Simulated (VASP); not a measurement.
A run of VASP 6.6.1 is set up as follows.

Contents of INCAR:

```
PREC = Accurate
ENCUT = 520
EDIFF = 1E-6
ISMEAR = 0
SIGMA = 0.1
LREAL = F
LASPH = T
NELM = 100
ALGO = Normal
ISIF = 2
LWAVE = F
LCHARG = F
LDIPOL = T
IDIPOL = 3
DIPOL = 0.5 0.5 0.272
GGA = PE
NBANDS = 28
```

Contents of KPOINTS:

```
Automatic mesh
0
Gamma
  12 12 1
```

POSCAR

```
Sn2PI
1.0
    3.9686910247     -0.0000003056      0.0000000000
   -1.9843452477      3.4369874000      0.0000000000
    0.0000000000      0.0000000000     36.9088187404
Sn P I
2 1 1
Direct
    0.0000000000      0.0000000000      0.2360226937
    0.0000000000      0.0000000000      0.3229325730
    0.6666666667      0.3333333333      0.3539638817
    0.6666666667      0.3333333333      0.1761612711
```

Potentials or basis: VASP PAW PBE potentials, release 64 (Sn_d, P, I).

Run with:

```console
$ cat potpaw_PBE.64/Sn_d/POTCAR potpaw_PBE.64/P/POTCAR potpaw_PBE.64/I/POTCAR > POTCAR
$ mpirun -np 1 vasp_std > vasp.out
```

Predict the largest force.

0.007 eV/Å.

Estimate the band gap on the k mesh.

zero (band 20 reaches -2.04 eV, above the bottom of band 21 at -2.74 eV).

Forces in eV/Å, atoms in the order of the input:
```
Sn   0.000  0.000  0.005
Sn   0.000  0.000  0.007
P    0.000  0.000 -0.007
I    0.000  0.000 -0.005
```

Caveat: spin-orbit coupling is left out, which moves the levels of the heavy elements.
